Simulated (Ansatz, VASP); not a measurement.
**Two plane-wave programs on HfO2**

Contents of INCAR:

```
SYSTEM = HfO2
PREC = Accurate
ENCUT = 520
EDIFF = 1E-7
ISMEAR = 0
SIGMA = 0.05
LREAL = Auto
LASPH = .True.
NELM = 80
ALGO = Normal
ISIF = 2
LWAVE = .False.
LCHARG = .False.
LDIPOL = .True.
IDIPOL = 3
DIPOL = 0.5 0.5 0.447
GGA = PE
IVDW = 12
NBANDS = 156
```

File KPOINTS:

```
regular mesh
0
Gamma
  3 3 1
  0 0 0
```

The input POSCAR:

```
HfO2
1.0
    7.1741418973      0.0000000000      0.0000000000
   -3.5870709486      6.2129891334      0.0000000000
    0.0000000000      0.0000000000     26.0720779128
O Hf
24 12
Direct
    0.5000000000      0.5000000000      0.3068416728
    0.5000000000      0.0000000000      0.3068416728
    0.0000000000      0.5000000000      0.3068416728
    0.0000000000      0.0000000000      0.3068416728
    0.6666666667      0.3333333333      0.3630096387
    0.6666666666      0.8333333333      0.3630096387
    0.1666666667      0.3333333333      0.3630096387
    0.1666666667      0.8333333333      0.3630096387
    0.8333333334      0.6666666667      0.4191776046
    0.8333333334      0.1666666667      0.4191776046
    0.3333333334      0.6666666667      0.4191776046
    0.3333333334      0.1666666667      0.4191776046
   -0.0000110262      0.4999779476      0.4754710829
    0.0009666001      0.0005258408      0.4755259811
    0.4993910684      0.4987821367      0.4755431699
    0.4995592407      0.0005258408      0.4755259811
    0.1657625697      0.8315251393      0.5298571756
    0.1657200786      0.3342232233      0.5299629429
    0.6665321652      0.8330643304      0.5290768358
    0.6685031448      0.3342232233      0.5299629429
    0.3363608521      0.6684820190      0.5884352186
    0.3331949144      0.1663898289      0.5881836444
    0.8321211668      0.6684820190      0.5884352186
    0.8313652911      0.1627305821      0.5884617539
    0.3333333334      0.1666666667      0.3349256558
    0.3333333334      0.6666666667      0.3349256558
    0.8333333334      0.1666666667      0.3349256558
    0.8333333334      0.6666666667      0.3349256558
    0.6667600441      0.3333336818      0.4470386055
    0.6666689688      0.8333379375      0.4468701180
    0.1665736377      0.3333336818      0.4470386055
    0.1666276785      0.8332553569      0.4469879722
    0.0000997007      0.5001994014      0.5581754911
   -0.0008110278     -0.0006894711      0.5578397806
    0.5002462498      0.5004924996      0.5578638535
    0.5001215566     -0.0006894711      0.5578397806
```

Input for Ansatz:

```yaml
crystal:
  lattice:
    - [7.1741418973, 0.0, 0.0]
    - [-3.5870709486, 6.2129891334, 0.0]
    - [0.0, 0.0, 26.0720779128]
  atoms:
    - { symbol: O, position: [0.5, 0.5, 0.3068416728] }
    - { symbol: O, position: [0.5, 0.0, 0.3068416728] }
    - { symbol: O, position: [0.0, 0.5, 0.3068416728] }
    - { symbol: O, position: [0.0, 0.0, 0.3068416728] }
    - { symbol: Hf, position: [0.3333333334, 0.1666666667, 0.3349256558] }
    - { symbol: Hf, position: [0.3333333334, 0.6666666667, 0.3349256558] }
    - { symbol: Hf, position: [0.8333333334, 0.1666666667, 0.3349256558] }
    - { symbol: Hf, position: [0.8333333334, 0.6666666667, 0.3349256558] }
    - { symbol: O, position: [0.6666666667, 0.3333333333, 0.3630096387] }
    - { symbol: O, position: [0.6666666666, 0.8333333333, 0.3630096387] }
    - { symbol: O, position: [0.1666666667, 0.3333333333, 0.3630096387] }
    - { symbol: O, position: [0.1666666667, 0.8333333333, 0.3630096387] }
    - { symbol: O, position: [0.8333333334, 0.6666666667, 0.4191776046] }
    - { symbol: O, position: [0.8333333334, 0.1666666667, 0.4191776046] }
    - { symbol: O, position: [0.3333333334, 0.6666666667, 0.4191776046] }
    - { symbol: O, position: [0.3333333334, 0.1666666667, 0.4191776046] }
    - { symbol: Hf, position: [0.6667600441, 0.3333336818, 0.4470386055] }
    - { symbol: Hf, position: [0.6666689688, 0.8333379375, 0.446870118] }
    - { symbol: Hf, position: [0.1665736377, 0.3333336818, 0.4470386055] }
    - { symbol: Hf, position: [0.1666276785, 0.8332553569, 0.4469879722] }
    - { symbol: O, position: [-1.10262e-05, 0.4999779476, 0.4754710829] }
    - { symbol: O, position: [0.0009666001, 0.0005258408, 0.4755259811] }
    - { symbol: O, position: [0.4993910684, 0.4987821367, 0.4755431699] }
    - { symbol: O, position: [0.4995592407, 0.0005258408, 0.4755259811] }
    - { symbol: O, position: [0.1657625697, 0.8315251393, 0.5298571756] }
    - { symbol: O, position: [0.1657200786, 0.3342232233, 0.5299629429] }
    - { symbol: O, position: [0.6665321652, 0.8330643304, 0.5290768358] }
    - { symbol: O, position: [0.6685031448, 0.3342232233, 0.5299629429] }
    - { symbol: Hf, position: [9.97007e-05, 0.5001994014, 0.5581754911] }
    - { symbol: Hf, position: [-0.0008110278, -0.0006894711, 0.5578397806] }
    - { symbol: Hf, position: [0.5002462498, 0.5004924996, 0.5578638535] }
    - { symbol: Hf, position: [0.5001215566, -0.0006894711, 0.5578397806] }
    - { symbol: O, position: [0.3363608521, 0.668482019, 0.5884352186] }
    - { symbol: O, position: [0.3331949144, 0.1663898289, 0.5881836444] }
    - { symbol: O, position: [0.8321211668, 0.668482019, 0.5884352186] }
    - { symbol: O, position: [0.8313652911, 0.1627305821, 0.5884617539] }
basis:
  ecutwfc: 420
kpoints:
  mp_grid: { grid: [3, 3, 1] }
hamiltonian:
  xc: pbe
  dispersion: d3bj
scf:
  occupations: { method: gaussian, width: 0.05 }
output:
  forces: true
  eigenvalues: true
  write_density: true
  volumetric_format: npy
efield:
  axis: 3
  dipole_correction: true
  ramp_width: 0.04
```

Alike in both runs: task single point; functional PBE; dispersion D3(BJ); k mesh 3 × 3 × 1; occupations gaussian, width 0.05 eV; no spin polarisation.

```csv
,VASP,Ansatz
version,VASP 6.6.1,Ansatz 0.2.0
potentials or method,"VASP PAW PBE potentials, release 64 (O, Hf_pv), cutoff 520 eV","scalar-relativistic, plane waves, PAW"
valence electrons in the cell,264,456
```

Ansatz gave:

| Item | Value |
| --- | --- |
| gap on the k mesh at the Fermi level (eV) | 4.18 |
| least direct gap on the mesh (eV) | 4.18 |
| rms of the force components (eV/Å) | 0.242 |

Task: Estimate VASP's values.

Result: gap on the k mesh at the Fermi level (eV): 4.17; least direct gap on the mesh (eV): 4.17; rms of the force components (eV/Å): 0.255.

VASP's potentials hold 264 valence electrons a cell and Ansatz's 456, so a difference there can come from the potentials and not from the codes.

Spin-orbit coupling is off throughout.
